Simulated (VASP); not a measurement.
# F (C2/c) in VASP: notebook

The runs below take F through single point, with PBE+D3(BJ).

Everything below comes from runs of VASP 6.6.1. Logs are shortened: lines on timing, memory, paths and dates and some standing lists are left out, and cuts for length are marked.

## (1) The cell of the first run

The structure is monoclinic, space group C2/c (No. 15). Conventional cell: a = 5.724 Å, b = 3.618 Å, c = 6.866 Å, α = 90.00°, β = 91.04°, γ = 90.00°. F (site symmetry 1) has 1 F at 1.43 Å within 1.9 Å.

## (2) Single point, PBE+D3(BJ) (17.77 Å³/atom)

Input file INCAR:

```
SYSTEM = F
ALGO = Normal ; EDIFF = 1E-7
ENCUT = 520 ; GGA = PE
ISIF = 2 ; ISMEAR = 0
IVDW = 12 ; LASPH = .TRUE.
LCHARG = .TRUE. ; LELF = .TRUE.
LREAL = .FALSE. ; LVHAR = .TRUE.
LWAVE = .FALSE. ; NBANDS = 22
NELM = 100 ; PREC = Accurate
SIGMA = 0.05
```

Input file KPOINTS:

```
k-points
0
G
  8 8 4
  0 0 0
```

Input file POSCAR:

```
F
1.0
    2.8460543891     -1.8089375016      0.3003524708
    2.8460543891      1.8089375016      0.3003524708
   -0.8442686830      0.0000000000      6.8137167082
F
4
Direct
    0.9138648456      0.5855481450      0.0939279973
    0.4144518550      0.0861351544      0.4060720027
    0.0861351544      0.4144518550      0.9060720027
    0.5855481450      0.9138648456      0.5939279973
```

Potentials or basis: VASP PAW PBE potentials, release 64 (F).

Command:

```console
cat potpaw_PBE.64/F/POTCAR > POTCAR
mpirun -np 1 vasp_std > vasp.out
```

OUTCAR:

```text
SYSTEM = F
   EDIFF = 1E-7
   ENCUT = 520
   GGA = PE
   ISIF = 2
   ISMEAR = 0
   IVDW = 12
   LASPH = .TRUE.
   LREAL = .FALSE.
   NELM = 100
   PREC = Accurate
 IVDW          = 12

 ion  position               nearest neighbor table
   1  0.914  0.586  0.094-   3 1.43
   2  0.414  0.086  0.406-   4 1.43
   3  0.086  0.414  0.906-   1 1.43
   4  0.586  0.914  0.594-   2 1.43

  LATTYP: Found a base centered monoclinic cell.
 ALAT       =     5.7237180896
 B/A-ratio  =     0.6320847649
 C/A-ratio  =     1.1995389811
 COS(beta)  =    -0.0181341353

  Lattice vectors:

 A1 = (   2.8460543891,  -1.8089375016,   0.3003524708)
 A2 = (   2.8460543891,   1.8089375016,   0.3003524708)
 A3 = (  -0.8442686830,   0.0000000000,   6.8137167082)

Analysis of symmetry for initial positions (statically):
=====================================================================
 Subroutine PRICEL returns:
 Original cell was already a primitive cell.

 Routine SETGRP: Setting up the symmetry group for a
 base centered monoclinic supercell.

 Subroutine GETGRP returns: Found  4 space group operations
 (whereof  2 operations were pure point group operations)
 out of a pool of  4 trial point group operations.

The static configuration has the point symmetry S_2 .
 The point group associated with its full space group is C_2h.

Analysis of symmetry for dynamics (positions and initial velocities):
=====================================================================
 Subroutine PRICEL returns:
 Original cell was already a primitive cell.

 Routine SETGRP: Setting up the symmetry group for a
 base centered monoclinic supercell.

 Subroutine GETGRP returns: Found  4 space group operations
 (whereof  2 operations were pure point group operations)
 out of a pool of  4 trial point group operations.

The dynamic configuration has the point symmetry S_2 .
 The point group associated with its full space group is C_2h.

 Subroutine INISYM returns: Found  4 space group operations
 (whereof  2 operations are pure point group operations),
 and found     1 'primitive' translations

----------------------------------------------------------------------------------------

                                     Primitive cell

  volume of cell :      71.0760

  direct lattice vectors                    reciprocal lattice vectors
     2.846054389 -1.808937502  0.300352471     0.173414200 -0.276405348  0.021487271
     2.846054389  1.808937502  0.300352471     0.173414200  0.276405348  0.021487271
    -0.844268683  0.000000000  6.813716708    -0.015288391  0.000000000  0.144868437

  length of vectors
     3.385630233  3.385630233  6.865822965     0.327007804  0.327007804  0.145672918

  position of ions in fractional coordinates (direct lattice)
     0.913864846  0.585548145  0.093927997
     0.414451855  0.086135154  0.406072003
     0.086135154  0.414451855  0.906072003
     0.585548145  0.913864846  0.593927997

  ion indices of the primitive-cell ions
   primitive index   ion index
                 1           1
                 2           2
                 3           3
                 4           4

----------------------------------------------------------------------------------------

 KPOINTS: k-points

Automatic generation of k-mesh.
 Grid dimensions read from file:
 generate k-points for:    8    8    4

 Generating k-lattice:

  Cartesian coordinates                     Fractional coordinates (reciprocal lattice)
     0.021676775 -0.034550669  0.002685909     0.125000000 -0.000000000 -0.000000000
     0.021676775  0.034550669  0.002685909    -0.000000000  0.125000000 -0.000000000
    -0.003822098  0.000000000  0.036217109     0.000000000  0.000000000  0.250000000

  Length of vectors
     0.040875976  0.040875976  0.036418229

  Shift w.r.t. Gamma in fractional coordinates (k-lattice)
     0.000000000  0.000000000  0.000000000

 Subroutine IBZKPT returns following result:
 ===========================================

 Found     78 irreducible k-points:

 Following reciprocal coordinates:
            Coordinates               Weight
  0.000000  0.000000  0.000000      1.000000
  0.125000 -0.000000 -0.000000      4.000000
  0.250000 -0.000000 -0.000000      4.000000
  0.375000 -0.000000 -0.000000      4.000000
  0.500000 -0.000000 -0.000000      2.000000
  0.125000  0.125000 -0.000000      2.000000
[... 16 lines left out ...]
  0.125000 -0.000000  0.250000      4.000000
  0.250000  0.000000  0.250000      4.000000
 [... further k-points ...]
   k-points           NKPTS =     78   k-points in BZ     NKDIM =     78   number of bands    NBANDS=     22
   number of dos      NEDOS =    301   number of ions     NIONS =      4
   total plane-waves  NPLWV =  42336
   dimension x,y,z NGX =    28 NGY =   28 NGZ =   54
   dimension x,y,z NGXF=    56 NGYF=   56 NGZF=  108
   ions per type =               4
   NGX,Y,Z   is equivalent  to a cutoff of  13.75, 13.75, 13.08 a.u.
   NGXF,Y,Z  is equivalent  to a cutoff of  27.50, 27.50, 26.15 a.u.
 SYSTEM =  F
   PREC   = accura    normal or accurate (medium, high low for compatibility)
   ISTART =      0    job   : 0-new  1-cont  2-samecut
   ICHARG =      2    charge: 1-file 2-atom 10-const
   ISPIN  =      1    spin polarized calculation?
   LNONCOLLINEAR =      F non collinear calculations
   LSORBIT =      F    spin-orbit coupling
   LASPH  =      T    aspherical Exc in radial PAW
   ENCUT  =  520.0 eV  38.22 Ry    6.18 a.u.   6.30  6.30 12.77*2*pi/ulx,y,z
   NELM   =    100;   NELMIN=  2; NELMDL= -5     # of ELM steps
   EDIFF  = 0.1E-06   stopping-criterion for ELM
   LREAL  =      F    real-space projection
   EDIFFG = 0.1E-05   stopping-criterion for IOM
   NSW    =      0    number of steps for IOM
   IBRION =     -1    ionic relax: 0-MD 1-quasi-New 2-CG
   NFREE  =      0    steps in history (QN), initial steepest desc. (CG)
   ISIF   =      2    stress and relaxation
   ISYM   =      2    0-nonsym 1-usesym 2-fastsym
   POTIM  = 0.5000    time-step for ionic-motion
   TEBEG  =    0.0;   TEEND  =   0.0 temperature during run
   PSTRESS=    0.0 pullay stress
   NELECT =      28.0000    total number of electrons
   NUPDOWN=      -1.0000    fix difference up-down
   EMIN   =  10.00;   EMAX   =-10.00  energy-range for DOS
   EFERMI =   0.00;   METHOD = LEGACY
   ISMEAR =     0;   SIGMA  =   0.05  broadening in eV -4-tet -1-fermi 0-gaus
   EFERMI_NEDOS =   21; number of points for ismear=-14 and -15
   IALGO  =     38    algorithm
   IMIX   =      4    mixing-type and parameters
     AMIX     =   0.40;   BMIX     =  1.00
     AMIX_MAG =   1.60;   BMIX_MAG =  1.00
  volume/ion in A,a.u.               =      17.77       119.91
  Fermi-wavevector in a.u.,A,eV,Ry     =   1.200107  2.267873 19.595873  1.440256
  Thomas-Fermi vector in A             =   2.335951
   LORBIT       =      0    0 simple, 1 ext, 2 COOP (PROOUT), +10 PAW based schemes
   GGA     = PE    functional components
   LHFCALC =     F    Hartree Fock is set to
   AEXX    =    0.0000 exact exchange contribution
   IVDW    =    12    specifies the selected vdW correction
   LEPSILON=     F    determine dielectric tensor
   LRPA    =     F    only Hartree local field effects (RPA)
 non-spin polarized calculation
 Gauss-broadening in eV      SIGMA  =   0.05
  energy-cutoff  :      520.00
  volume of cell :       71.08
 maximum number of plane-waves:      1931
 NGX is ok and might be reduce to    28
   NGX = 13   NGY = 13   NGZ = 25

 number of electron      28.0000013 magnetization

 Free energy of the ion-electron system (eV)
  ---------------------------------------------------
  ext. energy  EPLUGINS =         0.00000000
  ---------------------------------------------------
  free energy    TOTEN  =        -7.32134724 eV

  energy without entropy =       -7.32134724  energy(sigma->0) =       -7.32134724

 E-fermi :  -5.5184     XC(G=0):  -7.1870

 val. band max:       -5.7469080408   @ k =   0.0000   0.0000   0.0000
 cond. band min:      -2.9329146834   @ k =   0.0000   0.0000   0.0000
 fundamental gap:      2.8139933574
 Fermi energy:        -5.5184081924

 k-point     1 :       0.0000    0.0000    0.0000
  band No.  band energies     occupation
      1     -30.2764      2.00000
      2     -30.1817      2.00000
      3     -24.3519      2.00000
      4     -24.0952      2.00000
      5     -12.0092      2.00000
      6     -11.4329      2.00000
[... 14 lines left out ...]
     21      14.1759      0.00000
     22      14.4254      0.00000

 k-point     2 :       0.1250   -0.0000   -0.0000
  band No.  band energies     occupation
      1     -30.2653      2.00000
      2     -30.1777      2.00000
      3     -24.3412      2.00000
      4     -24.1040      2.00000
      5     -11.9922      2.00000
      6     -11.4549      2.00000
[... 14 lines left out ...]
     21      13.1513      0.00000
     22      14.3200      0.00000

 k-point     3 :       0.2500   -0.0000   -0.0000
  band No.  band energies     occupation
      1     -30.2369      2.00000
      2     -30.1695      2.00000
      3     -24.3108      2.00000
      4     -24.1295      2.00000
      5     -11.9406      2.00000
      6     -11.5197      2.00000
[... 14 lines left out ...]
     21      12.5827      0.00000
     22      12.8228      0.00000

 k-point     4 :       0.3750   -0.0000   -0.0000
  band No.  band energies     occupation
      1     -30.2032      2.00000
      2     -30.1668      2.00000
      3     -24.2666      2.00000
      4     -24.1690      2.00000
      5     -11.8543      2.00000
      6     -11.6207      2.00000
[... 14 lines left out ...]
     21      10.9535      0.00000
     22      11.1825      0.00000

 k-point     5 :       0.5000   -0.0000   -0.0000
  band No.  band energies     occupation
      1     -30.1780      2.00000
      2     -30.1769      2.00000
      3     -24.2182      2.00000
      4     -24.2157      2.00000
      5     -11.7426      2.00000
      6     -11.7391      2.00000
[... 14 lines left out ...]
     21       9.6997      0.00000
     22       9.7217      0.00000

 k-point     6 :       0.1250    0.1250   -0.0000
  band No.  band energies     occupation
      1     -30.2663      2.00000
      2     -30.1740      2.00000
      3     -24.3435      2.00000
      4     -24.0937      2.00000
      5     -11.9953      2.00000
      6     -11.4380      2.00000
[... 14 lines left out ...]
     21      14.0723      0.00000
     22      14.3346      0.00000

 k-point     7 :       0.2500    0.1250   -0.0000
  band No.  band energies     occupation
      1     -30.2480      2.00000
      2     -30.1648      2.00000
      3     -24.3263      2.00000
      4     -24.1022      2.00000
      5     -11.9662      2.00000
      6     -11.4654      2.00000
[... 324 lines left out ...]
      6     -11.5625      2.00000
[... 14 lines left out ...]
     21      10.4647      0.00000
     22      10.7143      0.00000

 k-point    21 :       0.5000    0.5000   -0.0000
  band No.  band energies     occupation
      1     -30.2075      2.00000
      2     -30.1301      2.00000
      3     -24.2947      2.00000
      4     -24.0867      2.00000
      5     -11.9014      2.00000
      6     -11.4679      2.00000
[... 14 lines left out ...]
     21      10.1947      0.00000
     22      11.8260      0.00000

 k-point    22 :       0.0000    0.0000    0.2500
  band No.  band energies     occupation
      1     -30.2630      2.00000
      2     -30.1960      2.00000
      3     -24.3148      2.00000
      4     -24.1330      2.00000
      5     -11.9311      2.00000
      6     -11.5251      2.00000
[... 14 lines left out ...]
     21      14.5454      0.00000
     22      15.4658      0.00000

 k-point    23 :       0.1250   -0.0000    0.2500
  band No.  band energies     occupation
      1     -30.2527      2.00000
      2     -30.1908      2.00000
      3     -24.3062      2.00000
      4     -24.1391      2.00000
      5     -11.9180      2.00000
      6     -11.5393      2.00000
[... 14 lines left out ...]
     21      12.9916      0.00000
     22      14.0996      0.00000

 k-point    24 :       0.2500    0.0000    0.2500
  band No.  band energies     occupation
      1     -30.2269      2.00000
      2     -30.1797      2.00000
      3     -24.2838      2.00000
      4     -24.1567      2.00000
      5     -11.8781      2.00000
      6     -11.5806      2.00000
[... 14 lines left out ...]
     21      11.6766      0.00000
     22      12.3774      0.00000

 [... further k-points ...]

------------------------ aborting loop because EDIFF is reached ----------------------------------------

 Edisp (eV)   -0.10300

 E8    (eV) :    -0.0222

  FORCE on cell =-STRESS in cart. coord.  units (eV):
  Direction    XX          YY          ZZ          XY          YZ          ZX
  --------------------------------------------------------------------------------------
  -------------------------------------------------------------------------------------
  Total      -0.24834    -0.31921    -0.53783     0.00000     0.00000     0.04092
  in kB      -5.59797    -7.19565   -12.12371     0.00000     0.00000     0.92248
  external pressure =       -8.31 kB  Pullay stress =        0.00 kB

 VOLUME and BASIS-vectors are now :
 -----------------------------------------------------------------------------
  energy-cutoff  :      520.00
  volume of cell :       71.08
      direct lattice vectors                 reciprocal lattice vectors
     2.846054389 -1.808937502  0.300352471     0.173414200 -0.276405348  0.021487271
     2.846054389  1.808937502  0.300352471     0.173414200  0.276405348  0.021487271
    -0.844268683  0.000000000  6.813716708    -0.015288391  0.000000000  0.144868437

 POSITION                                       TOTAL-FORCE (eV/Angst)
 -----------------------------------------------------------------------------------
      4.18811     -0.59390      1.09035         0.014319     -0.050420     -0.098634
      1.08186     -0.59390      2.91721        -0.014319     -0.050420      0.098634
      0.65973      0.59390      6.32407        -0.014319      0.050420      0.098634
      3.76598      0.59390      4.49721         0.014319      0.050420     -0.098634
 -----------------------------------------------------------------------------------
    total drift:                               -0.000000     -0.000000      0.000000

  FREE ENERGIE OF THE ION-ELECTRON SYSTEM (eV)
  ---------------------------------------------------
  free  energy   TOTEN  =        -7.4243485878 eV

  energy  without entropy=       -7.4243485878  energy(sigma->0) =       -7.42434859
```

It took 3 min on 1 thread of AMD EPYC 7R13, shared host; peak memory 0.21 GiB.

Results:

```
Free energy                : -7.4243 eV
Pressure                   : -0.8 GPa
Largest force              : 0.112 eV/Å
Band gap on the k mesh     : 2.81 eV
Dispersion energy per atom : -0.026 eV
```

Forces in eV/Å, atoms in the order of the input:
```
F    0.014 -0.050 -0.099
F   -0.014 -0.050  0.099
F   -0.014  0.050  0.099
F    0.014  0.050 -0.099
```

Stress tensor (GPa, compression positive):
```
-0.56  0.00  0.09
 0.00 -0.72  0.00
 0.09  0.00 -1.21
```

A k mesh can miss the band edges.

[end of part 1 of 2]
